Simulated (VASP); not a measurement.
Wanted: the native input for a VASP 6.6.1 run.

- Task: single point
- Functional: PBEsol
- Potentials or basis: VASP PAW PBE potentials, release 64 (Zn, Au)
- Cutoff: 520 eV
- k mesh: 14 × 14 × 14
- Occupations: gaussian, width 0.1 eV
- Spin: no spin polarisation
- Dipole correction: no
- Further INCAR settings: ALGO = Normal; EDIFF = 1e-07; NBANDS = 18

The structure of ZnAu lies in POSCAR:

```
ZnAu
1.0
    3.1886977500      0.0000000000      0.0000000000
    0.0000000000      3.1886977500      0.0000000000
    0.0000000000      0.0000000000      3.1886977500
Zn Au
1 1
Direct
    0.5000000000      0.5000000000      0.5000000000
    0.0000000000      0.0000000000      0.0000000000
```

This cell differs from its parent crystal: strained.

The input as run:

INCAR

```
SYSTEM = ZnAu
ALGO = Normal ; EDIFF = 1E-7
ENCUT = 520 ; GGA = PS
ISIF = 2 ; ISMEAR = 0
LASPH = .TRUE. ; LCHARG = .FALSE.
LREAL = .FALSE. ; LWAVE = .FALSE.
NBANDS = 18 ; NELM = 60
PREC = Accurate ; SIGMA = 0.1
```

KPOINTS

```
k-points
0
G
  14 14 14
  0 0 0
```

Potentials or basis: VASP PAW PBE potentials, release 64 (Zn, Au).

The run is started by

```bash
$ cat potpaw_PBE.64/Zn/POTCAR potpaw_PBE.64/Au/POTCAR > POTCAR
$ mpirun -np 1 vasp_std > vasp.out
```

Results of the run:

```
Pressure               : -6.9 GPa
Band gap on the k mesh : zero (an odd number of electrons rules out a gap without spin polarisation)
```

Caveat: the cell differs from its parent crystal (strained); the cell stands under tension; the PAW data sets were made with another functional, which shifts forces and pressure a little; spin-orbit coupling is left out, which moves the levels of the heavy elements.

Wall time 37 s on 1 thread of Oxide Virtual Turin-like Processor, with other jobs on the host, peak memory 0.16 GiB.
